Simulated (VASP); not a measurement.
A run of VASP 6.6.1 is set up as follows.

Contents of INCAR:

```
PREC = Accurate
ENCUT = 520
EDIFF = 1E-6
ISMEAR = -1
SIGMA = 0.01
LREAL = Auto
LASPH = T
NELM = 150
ALGO = Normal
ISIF = 2
LWAVE = F
LCHARG = F
ISPIN = 2
MAGMOM = 1 0 0 0 0 0 0 0 0 0 0 0 0 0 0 0 0 0 0 0
LORBIT = 11
LMAXMIX = 4
GGA = PE
IBRION = 2
NSW = 60
EDIFFG = -0.03
KPAR = 4
```

KPOINTS

```
Automatic mesh
0
Gamma
  3 3 3
```

POSCAR

```
Ba3ScTi4O12
1.0
   -4.0060000000      4.0060000000      4.0060000000
    4.0060000000     -4.0060000000      4.0060000000
    4.0060000000      4.0060000000     -4.0060000000
Sc Ba Ti O
1 3 4 12
Direct
    0.5000000000      0.5000000000      0.5000000000
    0.0000000000      0.0000000000      0.5000000000
    0.0000000000      0.5000000000      0.0000000000
    0.5000000000      0.0000000000      0.0000000000
    0.0000000000      0.0000000000      0.0000000000
    0.5000000000      0.5000000000      0.0000000000
    0.5000000000      0.0000000000      0.5000000000
    0.0000000000      0.5000000000      0.5000000000
    0.0000000000      0.2500000000      0.2500000000
    0.5000000000      0.7500000000      0.2500000000
    0.5000000000      0.2500000000      0.7500000000
    0.0000000000      0.7500000000      0.7500000000
    0.2500000000      0.0000000000      0.2500000000
    0.7500000000      0.5000000000      0.2500000000
    0.7500000000      0.0000000000      0.7500000000
    0.2500000000      0.5000000000      0.7500000000
    0.2500000000      0.2500000000      0.0000000000
    0.7500000000      0.7500000000      0.0000000000
    0.7500000000      0.2500000000      0.5000000000
    0.2500000000      0.7500000000      0.5000000000
```

Potentials or basis: VASP PAW PBE potentials, release 64 (Sc_sv, Ba_sv, Ti_sv, O).

Run with:

```sh
$ cat potpaw_PBE.64/Sc_sv/POTCAR potpaw_PBE.64/Ba_sv/POTCAR potpaw_PBE.64/Ti_sv/POTCAR potpaw_PBE.64/O/POTCAR > POTCAR
$ mpirun -np 4 vasp_std > vasp.out
```

Task: Predict the net moment.

Result: 0.33 μB per cell.

Task: Estimate the site moments.

Result: Sc +0.18; Ba +0.00; Ti +0.03; O -0.00 μB.

Step by step:
```
step  energy change (eV)  largest force (eV/Å)  pressure (GPa)
   1              0.0000                0.6973           -2.05
   2             -0.2138                0.3629           -2.40
   3             -0.2942                0.0086           -2.66
```

Caveat: the k points lie up to 0.37 Å⁻¹ apart.
